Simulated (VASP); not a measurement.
Set up this calculation in VASP 6.6.1, as the native input.

```yaml
Task: single point
Functional: PBE
Potentials_or_basis: VASP PAW PBE potentials, release 64 (Ti_sv)
Cutoff: 520 eV
k_mesh: 41 × 41 × 41
Occupations: fermi-dirac, width 0.0612256 eV
Spin: no spin polarisation
Dipole_correction: no
Further_INCAR_settings: ALGO = Normal; EDIFF = 1e-07; NBANDS = 12
```

The structure of Ti lies in POSCAR:

```
Ti
1.0
    2.6918571404      0.0000000000      0.0000000000
    0.0000000000      2.6918571404      0.0000000000
    0.0000000000      0.0000000000      2.6918571404
Ti
1
Direct
    0.0000000000      0.0000000000      0.0000000000
```

This isn't the form of Ti at room conditions, which is hcp.

These files were run (other wordings do the same):

INCAR

```
  PREC = Accurate
  ENCUT = 520
  EDIFF = 1E-7
  ISMEAR = -1
  SIGMA = 0.06122561905347299
  LREAL = F
  LASPH = T
  NELM = 80
  ALGO = Normal
  ISIF = 2
  LWAVE = F
  LCHARG = F
  GGA = PE
  NBANDS = 12
```

KPOINTS

```
regular mesh
0
Gamma
  41 41 41
```

Potentials or basis: VASP PAW PBE potentials, release 64 (Ti_sv).

The run is started by

```sh
$ cat potpaw_PBE.64/Ti_sv/POTCAR > POTCAR
$ mpirun -np 1 vasp_std > vasp.out
```

It gave:

* Pressure: -4.2 GPa
* Band gap on the k mesh: zero (bands 6 and 7 overlap by 2.00 eV)

Caveat: the cell stands under tension.

Wall time 2.8 min on 1 thread of AMD EPYC 7R13 Processor (Zen 3), on a shared host, peak memory 0.44 GiB.
